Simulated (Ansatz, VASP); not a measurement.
Cu in VASP and in Ansatz

```
Cu
1.0
     0.00000    1.78813    1.78813
     1.78813    0.00000    1.78813
     1.78813    1.78813    0.00000
Cu
1
Direct
  0.00000 0.00000 0.00000
```

Alike in both runs: task single point; functional r2SCAN; k mesh 15 × 15 × 15; occupations gaussian, width 0.3 eV; no spin polarisation.

```csv
,VASP,Ansatz
version,VASP 6.6.1,Ansatz 0.2.0
potentials or method,"VASP PAW PBE potentials, release 64 (Cu), cutoff 520 eV","plane waves (500 eV) with PAW, scalar-relativistic"
valence electrons in the cell,11,19
```

VASP gave:

* pressure (GPa): 0.5

Problem. What did Ansatz give for the same quantities?

Solution. Pressure (GPa): 0.0.

VASP's potentials were made for PBE, not for r2SCAN. With one functional, cell and mesh, what is left measures potentials, basis and numerics. VASP's potentials hold 11 valence electrons a cell and Ansatz's 19, so a difference there can come from the potentials and not from the codes.
